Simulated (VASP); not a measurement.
Set up this calculation in VASP 6.6.1, as the native input.

```yaml
Task: single point
Functional: PBE
Potentials_or_basis: VASP PAW PBE potentials, release 64 (Cs_sv, Ag, Bi_d, Br)
Cutoff: 520 eV
k_mesh: 4 × 4 × 4
Occupations: gaussian, width 0.02 eV
Spin: no spin polarisation
Dipole_correction: no
Further_INCAR_settings: ALGO = Normal; EDIFF = 1e-07; NBANDS = 54
```

The structure of Cs2AgBiBr6 lies in POSCAR:

```
Cs2AgBiBr6
1.0
    0.0000000000      5.6840072325      5.6840072325
    5.6840072325      0.0000000000      5.6840072325
    5.6840072325      5.6840072325      0.0000000000
Cs Ag Bi Br
2 1 1 6
Direct
    0.2500000000      0.2500000000      0.2500000000
    0.7500000000      0.7500000000      0.7500000000
    0.5000000000      0.5000000000      0.5000000000
    0.0000000000      0.0000000000      0.0000000000
    0.2522589476      0.7477410524      0.2522589476
    0.2522589476      0.7477410524      0.7477410524
    0.7477410524      0.2522589476      0.7477410524
    0.7477410524      0.2522589476      0.2522589476
    0.2522589476      0.2522589476      0.7477410524
    0.7477410524      0.7477410524      0.2522589476
```

One way to write it, as run:

INCAR

```
SYSTEM = Cs2AgBiBr6
PREC = Accurate ; ENCUT = 520
EDIFF = 1E-7 ; ISMEAR = 0
SIGMA = 0.02 ; LREAL = .False.
LASPH = .True. ; NELM = 60
ALGO = Normal ; ISIF = 2
LWAVE = .False. ; LCHARG = .False.
GGA = PE ; NBANDS = 54
```

KPOINTS

```
Automatic mesh
0
Gamma
  4 4 4
  0 0 0
```

Potentials or basis: VASP PAW PBE potentials, release 64 (Cs_sv, Ag, Bi_d, Br).

Launch:

```console
$ cat potpaw_PBE.64/Cs_sv/POTCAR potpaw_PBE.64/Ag/POTCAR potpaw_PBE.64/Bi_d/POTCAR potpaw_PBE.64/Br/POTCAR > POTCAR
$ mpirun -np 1 vasp_std > vasp.out
```

It gave:

```json
{"Pressure": "0.6 GPa", "Largest force": "0.003 eV/Å", "Band gap on the k mesh": "1.28 eV (least direct gap 2.41 eV)"}
```

Caveat: spin-orbit coupling is left out, which moves the levels of the heavy elements.

Wall time 120 s on 1 thread of Intel(R) Xeon(R) 6975P-C (Granite Rapids) (shared host), peak memory 0.57 GiB.
